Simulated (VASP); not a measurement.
## ZnSe: single point with PBE

Crystal: ZnSe.

```xyz
2
Lattice="0.0000 2.7156 2.7156 2.7156 0.0000 2.7156 2.7156 2.7156 0.0000" Properties=species:S:1:pos:R:3 pbc="T T T"
Se    0.0000    0.0000    0.0000
Zn    2.7156    2.7156    2.7156
```

```
Program             : VASP 6.6.1
Task                : single point
Functional          : PBE
Potentials or basis : VASP PAW PBE potentials, release 64 (Se, Zn)
Cutoff              : 520 eV
k mesh              : 12 × 12 × 12
Occupations         : gaussian, width 0.05 eV
Spin                : no spin polarisation
```

```yaml
Pressure: -2.1 GPa
Band_gap_on_the_k_mesh: zero (band 9 reaches 2.81 eV, above the bottom of band 10 at 1.77 eV)
```

Levels at points of the mesh, in eV from the Fermi level:
```csv
k point,band 5,band 6,band 7,band 8,band 9,band 10,band 11,band 12,band 13,band 14
"(0.00, 0.00, 0.00)",-6.47,-6.47,-0.41,-0.41,-0.41,0.51,8.60,8.60,8.60,9.66
"(0.50, 0.00, 0.00)",-6.38,-6.38,-5.46,-0.10,-0.10,3.31,5.02,5.02,5.95,12.20
"(0.50, 0.50, 0.00)",-6.34,-6.08,-4.71,-2.26,-2.26,-0.99,5.09,10.92,10.92,11.22
```

Run time: 84 s on 1 thread of Intel Xeon 8259CL (shared host), peak memory 0.2 GiB.
